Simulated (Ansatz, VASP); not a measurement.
# Zn: VASP beside Ansatz

Contents of INCAR:

```
ALGO = Fast ; EDIFF = 1E-6
ENCUT = 520 ; GGA = PS
ISIF = 2 ; ISMEAR = 0
LASPH = T ; LCHARG = F
LREAL = F ; LWAVE = F
NBANDS = 12 ; NELM = 80
PREC = Accurate ; SIGMA = 0.15
```

Contents of KPOINTS:

```
k-points
0
Gamma
  22 22 22
```

POSCAR

```
Zn
1.0
   -1.7171167600      1.5228280685      1.5228280685
    1.5228280685     -1.7171167600      1.5228280685
    1.5228280685      1.5228280685     -1.7171167600
Zn
1
Direct
    0.0000000000      0.0000000000      0.0000000000
```

Input for Ansatz:

```yaml
crystal:
  lattice:
    - [-1.71711676, 1.5228280685, 1.5228280685]
    - [1.5228280685, -1.71711676, 1.5228280685]
    - [1.5228280685, 1.5228280685, -1.71711676]
  atoms:
    - { symbol: Zn, position: [0.0, 0.0, 0.0] }
basis:
  ecutwfc: 520.0
kpoints:
  mp_grid: { grid: [22, 22, 22] }
hamiltonian:
  xc: pbesol
scf:
  occupations: { method: gaussian, width: 0.15 }
output:
  forces: true
  stress: true
  eigenvalues: true
```

Alike in both runs: task single point; functional PBEsol; k mesh 22 × 22 × 22; occupations gaussian, width 0.15 eV; no spin polarisation.

|  | VASP | Ansatz |
| --- | --- | --- |
| version | VASP 6.6.1 | Ansatz 0.2.0 |
| potentials or method | VASP PAW PBE potentials, release 64 (Zn), cutoff 520 eV | scalar-relativistic, plane waves, PAW |
| valence electrons in the cell | 12 | 12 |

|  | VASP | Ansatz | Ansatz less VASP |
| --- | --- | --- | --- |
| gap on the k mesh at the Fermi level (eV) | none | none | - |
| pressure (GPa) | 9.7 | 9.3 | -0.39 |
| traceless stress, the component that is largest in VASP (GPa) | 10.40 | 10.19 | -0.217 |

VASP's potentials were made for PBE, not for PBEsol. A gap of «none» marks a metal or a gap that the smearing closes.
